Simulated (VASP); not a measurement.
# Li7F8 (a cell with a defect) in VASP: notebook

Li7F8 (a cell with a defect) is run at these levels: PBE; tasks: single point, relaxation of the atoms.

Everything below comes from runs of VASP 6.6.1. Logs are shortened: lines on timing, memory, paths and dates and some standing lists are left out, and cuts for length are marked.

**1. The cell of the first run**

The cell holds a defect, 15 atoms: a = 5.752 Å, b = 5.752 Å, c = 5.752 Å, α = 60.00°, β = 60.00°, γ = 60.00°.

**2. Single point, PBE**

Contents of INCAR:

```
PREC = Accurate
ENCUT = 520
EDIFF = 1E-7
ISMEAR = 0
SIGMA = 0.05
LREAL = Auto
LASPH = True
NELM = 60
ALGO = Normal
ISIF = 2
LWAVE = False
LCHARG = False
GGA = PE
NELECT = 78.0
NBANDS = 52
```

Contents of KPOINTS:

```
Automatic mesh
0
Gamma
  4 4 4
```

Contents of POSCAR:

```
Li7F8
1.0
    4.0670678689      0.0000000000      4.0670678689
    0.0000000000     -4.0670678689      4.0670678689
    4.0670678689     -4.0670678689      0.0000000000
Li F
7 8
Direct
    0.0000000000      0.0000000000      0.5000000000
    0.5000000000      0.5000000000      0.5000000000
    0.5000000000      0.0000000000      0.5000000000
    0.0000000000      0.5000000000      1.0000000000
    0.0000000000      0.0000000000      1.0000000000
    0.5000000000      0.5000000000      1.0000000000
    0.5000000000      0.0000000000      1.0000000000
    0.7403701874      0.7596298126      0.2403701874
    0.7500000000      0.2500000000      0.2500000000
    0.2596298126      0.7596298126      0.2403701874
    0.2596298126      0.2403701874      0.2403701874
    0.7403701874      0.7596298126      0.7596298126
    0.7403701874      0.2403701874      0.7596298126
    0.2500000000      0.7500000000      0.7500000000
    0.2596298126      0.2403701874      0.7596298126
```

Potentials or basis: VASP PAW PBE potentials, release 64 (Li_sv, F).

On the command line:

```
$ cat potpaw_PBE.64/Li_sv/POTCAR potpaw_PBE.64/F/POTCAR > POTCAR
$ mpirun -np 1 vasp_std > vasp.out
```

OUTCAR:

```text
PREC = Accurate
   ENCUT = 520
   EDIFF = 1E-7
   ISMEAR = 0
   LREAL = Auto
   LASPH = True
   NELM = 60
   ISIF = 2
   GGA = PE
   NELECT = 78.0

 ion  position               nearest neighbor table
   1  0.000  0.000  0.500-   9 2.03  14 2.03  11 2.04  12 2.04  13 2.04  10 2.04
   2  0.500  0.500  0.500-   9 2.03  14 2.03  10 2.04  13 2.04   8 2.04  15 2.04
   3  0.500  0.000  0.500-   9 2.03  14 2.03  11 2.04  12 2.04   8 2.04  15 2.04
   4  0.000  0.500  0.000-   9 2.03  14 2.03  11 2.04  12 2.04   8 2.04  15 2.04
   5  0.000  0.000  0.000-   9 2.03  14 2.03  10 2.04  13 2.04   8 2.04  15 2.04
   6  0.500  0.500  0.000-   9 2.03  14 2.03  11 2.04  12 2.04  13 2.04  10 2.04
   7  0.500  0.000  0.000-   8 1.96  10 1.96  11 1.96  12 1.96  13 1.96  15 1.96
   8  0.740  0.760  0.240-   7 1.96   3 2.04   4 2.04   5 2.04   2 2.04
   9  0.750  0.250  0.250-   1 2.03   2 2.03   3 2.03   4 2.03   5 2.03   6 2.03
  10  0.260  0.760  0.240-   7 1.96   2 2.04   5 2.04   6 2.04   1 2.04
  11  0.260  0.240  0.240-   7 1.96   3 2.04   4 2.04   6 2.04   1 2.04
  12  0.740  0.760  0.760-   7 1.96   3 2.04   4 2.04   6 2.04   1 2.04
  13  0.740  0.240  0.760-   7 1.96   2 2.04   5 2.04   6 2.04   1 2.04
  14  0.250  0.750  0.750-   1 2.03   2 2.03   3 2.03   4 2.03   5 2.03   6 2.03
  15  0.260  0.240  0.760-   7 1.96   3 2.04   4 2.04   5 2.04   2 2.04

  LATTYP: Found a face centered cubic cell.
 ALAT       =     8.1341357378

  Lattice vectors:

 A1 = (   4.0670678689,   0.0000000000,   4.0670678689)
 A2 = (   0.0000000000,  -4.0670678689,   4.0670678689)
 A3 = (   4.0670678689,  -4.0670678689,   0.0000000000)

Analysis of symmetry for initial positions (statically):
=====================================================================
 Subroutine PRICEL returns:
 Original cell was already a primitive cell.

 Routine SETGRP: Setting up the symmetry group for a
 face centered cubic supercell.

 Subroutine GETGRP returns: Found 48 space group operations
 (whereof  8 operations were pure point group operations)
 out of a pool of 48 trial point group operations.

The static configuration has the point symmetry D_2h.
 The point group associated with its full space group is O_h .

Analysis of symmetry for dynamics (positions and initial velocities):
=====================================================================
 Subroutine PRICEL returns:
 Original cell was already a primitive cell.

 Routine SETGRP: Setting up the symmetry group for a
 face centered cubic supercell.

 Subroutine GETGRP returns: Found 48 space group operations
 (whereof  8 operations were pure point group operations)
 out of a pool of 48 trial point group operations.

The dynamic configuration has the point symmetry D_2h.
 The point group associated with its full space group is O_h .

 Subroutine INISYM returns: Found 48 space group operations
 (whereof  8 operations are pure point group operations),
 and found     1 'primitive' translations

----------------------------------------------------------------------------------------

                                     Primitive cell

  volume of cell :     134.5471

  direct lattice vectors                    reciprocal lattice vectors
     4.067067869  0.000000000  4.067067869     0.122938691  0.122938691  0.122938691
     0.000000000 -4.067067869  4.067067869    -0.122938691 -0.122938691  0.122938691
     4.067067869 -4.067067869  0.000000000     0.122938691 -0.122938691 -0.122938691

  length of vectors
     5.751702539  5.751702539  5.751702539     0.212936059  0.212936059  0.212936059

  position of ions in fractional coordinates (direct lattice)
     0.000000000  0.000000000  0.500000000
     0.500000000  0.500000000  0.500000000
     0.500000000  0.000000000  0.500000000
     0.000000000  0.500000000  0.000000000
     0.000000000  0.000000000  0.000000000
     0.500000000  0.500000000  0.000000000
     0.500000000  0.000000000  0.000000000
     0.740370187  0.759629813  0.240370187
     0.750000000  0.250000000  0.250000000
     0.259629813  0.759629813  0.240370187
     0.259629813  0.240370187  0.240370187
     0.740370187  0.759629813  0.759629813
     0.740370187  0.240370187  0.759629813
     0.250000000  0.750000000  0.750000000
     0.259629813  0.240370187  0.759629813

  ion indices of the primitive-cell ions
   primitive index   ion index
                 1           1
                 2           2
                 3           3
                 4           4
                 5           5
                 6           6
                 7           7
                 8           8
                 9           9
                10          10
                11          11
                12          12
                13          13
                14          14
                15          15

----------------------------------------------------------------------------------------

 KPOINTS: Automatic mesh

Automatic generation of k-mesh.
 Grid dimensions read from file:
 generate k-points for:    4    4    4

 Generating k-lattice:

  Cartesian coordinates                     Fractional coordinates (reciprocal lattice)
     0.030734673  0.030734673  0.030734673     0.250000000  0.000000000  0.000000000
    -0.030734673 -0.030734673  0.030734673     0.000000000  0.250000000  0.000000000
     0.030734673 -0.030734673 -0.030734673     0.000000000  0.000000000  0.250000000

  Length of vectors
     0.053234015  0.053234015  0.053234015

  Shift w.r.t. Gamma in fractional coordinates (k-lattice)
     0.000000000  0.000000000  0.000000000

 Subroutine IBZKPT returns following result:
 ===========================================

 Found      8 irreducible k-points:

 Following reciprocal coordinates:
            Coordinates               Weight
  0.000000  0.000000  0.000000      1.000000
  0.250000  0.000000  0.000000      8.000000
  0.500000  0.000000  0.000000      4.000000
  0.250000  0.250000  0.000000      6.000000
  0.500000  0.250000  0.000000     24.000000
 -0.250000  0.250000  0.000000     12.000000
  0.500000  0.500000  0.000000      3.000000
 -0.250000  0.500000  0.250000      6.000000
   k-points           NKPTS =      8   k-points in BZ     NKDIM =      8   number of bands    NBANDS=     52
   number of dos      NEDOS =    301   number of ions     NIONS =     15
   total plane-waves  NPLWV = 110592
   dimension x,y,z NGX =    48 NGY =   48 NGZ =   48
   dimension x,y,z NGXF=    96 NGYF=   96 NGZF=   96
   ions per type =               7   8
   NGX,Y,Z   is equivalent  to a cutoff of  13.87, 13.87, 13.87 a.u.
   NGXF,Y,Z  is equivalent  to a cutoff of  27.75, 27.75, 27.75 a.u.
 SYSTEM =  unknown system
   PREC   = accura    normal or accurate (medium, high low for compatibility)
   ISTART =      0    job   : 0-new  1-cont  2-samecut
   ICHARG =      2    charge: 1-file 2-atom 10-const
   ISPIN  =      1    spin polarized calculation?
   LNONCOLLINEAR =      F non collinear calculations
   LSORBIT =      F    spin-orbit coupling
   LASPH  =      T    aspherical Exc in radial PAW
   ENCUT  =  520.0 eV  38.22 Ry    6.18 a.u.  10.69 10.69 10.69*2*pi/ulx,y,z
   NELM   =     60;   NELMIN=  2; NELMDL= -5     # of ELM steps
   EDIFF  = 0.1E-06   stopping-criterion for ELM
   LREAL  =      T    real-space projection
   EDIFFG = 0.1E-05   stopping-criterion for IOM
   NSW    =      0    number of steps for IOM
   IBRION =     -1    ionic relax: 0-MD 1-quasi-New 2-CG
   NFREE  =      0    steps in history (QN), initial steepest desc. (CG)
   ISIF   =      2    stress and relaxation
   ISYM   =      2    0-nonsym 1-usesym 2-fastsym
   POTIM  = 0.5000    time-step for ionic-motion
   TEBEG  =    0.0;   TEEND  =   0.0 temperature during run
   PSTRESS=    0.0 pullay stress
   NELECT =      78.0000    total number of electrons
   NUPDOWN=      -1.0000    fix difference up-down
   EMIN   =  10.00;   EMAX   =-10.00  energy-range for DOS
   EFERMI =   0.00;   METHOD = LEGACY
   ISMEAR =     0;   SIGMA  =   0.05  broadening in eV -4-tet -1-fermi 0-gaus
   EFERMI_NEDOS =   21; number of points for ismear=-14 and -15
   IALGO  =     38    algorithm
   IMIX   =      4    mixing-type and parameters
     AMIX     =   0.40;   BMIX     =  1.00
     AMIX_MAG =   1.60;   BMIX_MAG =  1.00
  volume/ion in A,a.u.               =       8.97        60.53
  Fermi-wavevector in a.u.,A,eV,Ry     =   1.365049  2.579569 25.352540  1.863359
  Thomas-Fermi vector in A             =   2.491312
   LORBIT       =      0    0 simple, 1 ext, 2 COOP (PROOUT), +10 PAW based schemes
   GGA     = PE    functional components
   LHFCALC =     F    Hartree Fock is set to
   AEXX    =    0.0000 exact exchange contribution
   IVDW    =     0    specifies the selected vdW correction
   LEPSILON=     F    determine dielectric tensor
   LRPA    =     F    only Hartree local field effects (RPA)
 non-spin polarized calculation
 Gauss-broadening in eV      SIGMA  =   0.05
  energy-cutoff  :      520.00
  volume of cell :      134.55
 maximum number of plane-waves:      3695
 NGX is ok and might be reduce to    48
   NGX = 21   NGY = 21   NGZ = 21

 number of electron      77.9999943 magnetization

 Free energy of the ion-electron system (eV)
  ---------------------------------------------------
  ext. energy  EPLUGINS =         0.00000000
  ---------------------------------------------------
  free energy    TOTEN  =       -70.15520836 eV

  energy without entropy =      -70.15520836  energy(sigma->0) =      -70.15520836

 E-fermi :  -1.0517     XC(G=0):  -9.6798

 val. band max:       -1.3601497265   @ k =   0.0000   0.0000   0.0000
 cond. band min:       7.0986828181   @ k =   0.0000   0.0000   0.0000
 fundamental gap:      8.4588325446
 Fermi energy:        -1.0517097119

 k-point     1 :       0.0000    0.0000    0.0000
  band No.  band energies     occupation
      1     -43.0423      2.00000
      2     -43.0070      2.00000
      3     -43.0070      2.00000
      4     -43.0070      2.00000
      5     -42.9936      2.00000
      6     -42.9936      2.00000
[... 43 lines left out ...]
     50      14.6912      0.00000
     51      14.7162      0.00000

 k-point     2 :       0.2500    0.0000    0.0000
  band No.  band energies     occupation
      1     -43.0371      2.00000
      2     -43.0121      2.00000
      3     -43.0050      2.00000
      4     -43.0050      2.00000
      5     -42.9956      2.00000
      6     -42.9956      2.00000
[... 43 lines left out ...]
     50      14.2424      0.00000
     51      14.3653      0.00000

 k-point     3 :       0.5000    0.0000    0.0000
  band No.  band energies     occupation
      1     -43.0246      2.00000
      2     -43.0243      2.00000
      3     -43.0002      2.00000
      4     -43.0002      2.00000
      5     -43.0002      2.00000
      6     -43.0002      2.00000
[... 43 lines left out ...]
     50      13.9808      0.00000
     51      13.9808      0.00000
[... 163 lines left out ...]
 k-point     7 :       0.5000    0.5000    0.0000
  band No.  band energies     occupation
      1     -43.0248      2.00000
      2     -43.0089      2.00000
      3     -43.0079      2.00000
      4     -43.0077      2.00000
      5     -43.0077      2.00000
      6     -42.9927      2.00000
[... 43 lines left out ...]
     50      13.6989      0.00000
     51      13.9827      0.00000

 k-point     8 :      -0.2500    0.5000    0.2500
  band No.  band energies     occupation
      1     -43.0197      2.00000
      2     -43.0197      2.00000
      3     -43.0085      2.00000
      4     -43.0083      2.00000
      5     -42.9970      2.00000
      6     -42.9970      2.00000
[... 43 lines left out ...]
     50      13.7948      0.00000
     51      13.7948      0.00000
 [bands above 51 left out]

------------------------ aborting loop because EDIFF is reached ----------------------------------------

  FORCE on cell =-STRESS in cart. coord.  units (eV):
  Direction    XX          YY          ZZ          XY          YZ          ZX
  --------------------------------------------------------------------------------------
  -------------------------------------------------------------------------------------
  Total        5.6071908      5.6071908      5.6071908      0.0000000      0.0000000     -0.0000000
  in kB       66.7700439     66.7700439     66.7700439      0.0000000      0.0000000     -0.0000000
  external PRESSURE =      66.7700439 kB  Pullay stress =       0.0000000 kB

 VOLUME and BASIS-vectors are now :
 -----------------------------------------------------------------------------
  energy-cutoff  :      520.00
  volume of cell :      134.55
      direct lattice vectors                 reciprocal lattice vectors
     4.067067869  0.000000000  4.067067869     0.122938691  0.122938691  0.122938691
     0.000000000 -4.067067869  4.067067869    -0.122938691 -0.122938691  0.122938691
     4.067067869 -4.067067869  0.000000000     0.122938691 -0.122938691 -0.122938691

 POSITION                                       TOTAL-FORCE (eV/Angst)
 -----------------------------------------------------------------------------------
      2.03353     -2.03353      0.00000         0.000000     -0.000000      0.000000
      4.06707     -4.06707      4.06707         0.000000     -0.000000      0.000000
      4.06707     -2.03353      2.03353         0.000000     -0.000000      0.000000
      0.00000     -2.03353      2.03353         0.000000     -0.000000      0.000000
      0.00000      0.00000      0.00000         0.000000     -0.000000      0.000000
      2.03353     -2.03353      4.06707         0.000000     -0.000000      0.000000
      2.03353      0.00000      2.03353         0.000000     -0.000000      0.000000
      3.98874     -4.06707      6.10060        -0.012307     -0.000000      0.000000
      4.06707     -2.03353      4.06707         0.000000     -0.000000      0.000000
      2.03353     -4.06707      4.14540         0.000000     -0.000000      0.012307
      2.03353     -1.95520      2.03353         0.000000      0.012307      0.000000
      6.10060     -6.17893      6.10060         0.000000     -0.012307      0.000000
      6.10060     -4.06707      3.98874         0.000000     -0.000000     -0.012307
      4.06707     -6.10060      4.06707         0.000000     -0.000000     -0.000000
      4.14540     -4.06707      2.03353         0.012307     -0.000000      0.000000
 -----------------------------------------------------------------------------------
    total drift:                               -0.000000      0.000000      0.000000

  FREE ENERGIE OF THE ION-ELECTRON SYSTEM (eV)
  ---------------------------------------------------
  free  energy   TOTEN  =       -70.1552083622 eV

  energy  without entropy=      -70.1552083622  energy(sigma->0) =      -70.15520836
```

It took 4.6 min on 1 thread of Oxide Virtual Turin-like, shared host; peak memory 0.28 GiB.

Results:

```
Free energy   : -70.1552 eV
Largest force : 0.012 eV/Å
```

Forces in eV/Å, atoms in the order of the input:
```
Li   0.000  0.000  0.000
Li   0.000  0.000  0.000
Li   0.000  0.000  0.000
Li   0.000  0.000  0.000
Li   0.000  0.000  0.000
Li   0.000  0.000  0.000
Li   0.000  0.000  0.000
F   -0.012  0.000  0.000
F    0.000  0.000  0.000
F    0.000  0.000  0.012
F    0.000  0.012  0.000
F    0.000 -0.012  0.000
F    0.000  0.000 -0.012
F    0.000  0.000  0.000
F    0.012  0.000  0.000
```

Levels at points of the mesh, in eV from the Fermi level:
```tsv
k point	band 37	band 38	band 39	band 40	band 41	band 42
(0.00, 0.00, 0.00)	-0.38	-0.31	-0.31	8.15	9.71	10.50
(0.50, 0.00, 0.00)	-0.45	-0.41	-0.41	9.38	9.70	11.76
(0.50, 0.50, 0.00)	-0.64	-0.63	-0.33	10.40	10.64	11.01
```

Caveat: the cell carries a net charge on a neutralising background, which shifts energy and pressure; the cell is charged against a uniform background, so pressure and absolute levels hang on convention; the cutoff is under 1.25 times the usual one of these potentials, so pressure, stress and relaxed cells hold a basis-set (Pulay) error.

[end of part 1 of 2]
